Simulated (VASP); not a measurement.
Here is a VASP 6.6.1 calculation.

POSCAR

```
HfO2
1.0
    3.5231719672      0.0000000000      0.0000000000
    0.0000000000      3.5902374234      0.0000000000
    0.0000000000      0.0000000000      5.2221839810
Hf O
2 4
Direct
    0.5000000000      0.5000000000      0.5000000000
    0.0000000000      0.0000000000      0.0000000000
    0.0000000000      0.5000000000      0.6961635346
    0.5000000000      0.0000000000      0.8038364654
    0.5000000000      0.0000000000      0.3038364654
    0.0000000000      0.5000000000      0.1961635346
```

INCAR.step1

```
PREC     = Accurate       # precision mode
ENCUT    = 520            # plane-wave cutoff, eV
ISMEAR   = 0              # smearing method
SIGMA    = 0.02           # smearing width, eV
LREAL    = False          # projectors in reciprocal space
LASPH    = True           # aspherical terms in the spheres
NELM     = 80             # most SCF steps
NBANDS   = 31             # bands
GGA      = PE             # functional
ALGO     = Normal         # electronic algorithm
EDIFF    = 1E-4           # SCF threshold, eV
LWAVE    = True           # write WAVECAR
LCHARG   = False          # write CHGCAR
```

File INCAR.step2:

```
PREC     = Accurate       # precision mode
ENCUT    = 520            # plane-wave cutoff, eV
EDIFF    = 1E-6           # SCF threshold, eV
ISMEAR   = 0              # smearing method
SIGMA    = 0.02           # smearing width, eV
LREAL    = False          # projectors in reciprocal space
LASPH    = True           # aspherical terms in the spheres
NELM     = 80             # most SCF steps
ALGO     = Normal         # electronic algorithm
ISIF     = 2              # what is computed and relaxed
LWAVE    = False          # write WAVECAR
LCHARG   = True           # write CHGCAR
METAGGA  = R2SCAN         # meta-GGA
LMIXTAU  = True         
LELF     = True           # ELF
LVHAR    = True         
NBANDS   = 31             # bands
ISTART   = 1
```

KPOINTS

```
Automatic mesh
0
Gamma
  6 6 6
```

Potentials or basis: VASP PAW PBE potentials, release 64 (Hf_pv, O).

Run with:

```sh
$ cat potpaw_PBE.64/Hf_pv/POTCAR potpaw_PBE.64/O/POTCAR > POTCAR
$ cp INCAR.step1 INCAR
$ mpirun -np 1 vasp_std > vasp.out
$ cp INCAR.step2 INCAR
$ mpirun -np 1 vasp_std > vasp.out
```

What does it give for the pressure?

-1.3 GPa.

Estimate the band gap on the k mesh.

5.23 eV (least direct gap 5.30 eV).

Estimate the largest force.

0.405 eV/Å.

Stress tensor (GPa, compression positive):
```
 2.44  0.00  0.00
 0.00 -2.65  0.00
 0.00  0.00 -3.66
```

Caveat: the cell differs from its parent crystal (uniaxial strain along a: -1.5 %); the stress differs along the axes, from -4 to 2 GPa; the PAW data sets were made with another functional, which shifts forces and pressure a little; spin-orbit coupling is left out, which moves the levels of the heavy elements. A k mesh can miss the band edges.
